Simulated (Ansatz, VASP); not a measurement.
## Mg2Si3N: VASP beside Ansatz

```
CELL_PARAMETERS angstrom
2.45487 -4.41801 0.00000
2.45487 4.41801 0.00000
0.00000 0.00000 4.05178
ATOMIC_POSITIONS crystal
Mg 0.50000 0.00000 0.50000
Mg 0.00000 0.50000 0.50000
Si 0.67796 0.32204 0.00000
Si 0.32204 0.67796 0.00000
Si 0.50000 0.50000 0.50000
N 0.00000 0.00000 0.00000
```

Change from the starting cell: species swapped into the LaAl2Ag3 type (Cmmm, No. 65).

Alike in both runs: task single point; functional PBE; k mesh 4 × 4 × 4; occupations gaussian, width 0.1 eV; no spin polarisation.

|  | VASP | Ansatz |
| --- | --- | --- |
| version | VASP 6.6.1 | Ansatz 0.2.0 |
| potentials or method | VASP PAW PBE potentials, release 64 (Mg, Si, N), cutoff 520 eV | scalar-relativistic, plane waves, PAW |
| valence electrons in the cell | 21 | 37 |

```tsv
	VASP	Ansatz	Ansatz less VASP
gap on the k mesh at the Fermi level (eV)	none	none	-
pressure (GPa)	18.0	17.9	-0.11
traceless stress, the component that is largest in VASP (GPa)	-11.37	-11.27	+0.095
rms of the force components (eV/Å)	0.258	0.256	-0.0017
```

Atom by atom the forces differ by 0.002 eV/Å (rms over components). A gap of «none» marks a metal or a gap that the smearing closes. VASP's potentials hold 21 valence electrons a cell and Ansatz's 37, so a difference there can come from the potentials and not from the codes.

The k mesh is coarse, so the values compare programs but aren't converged.
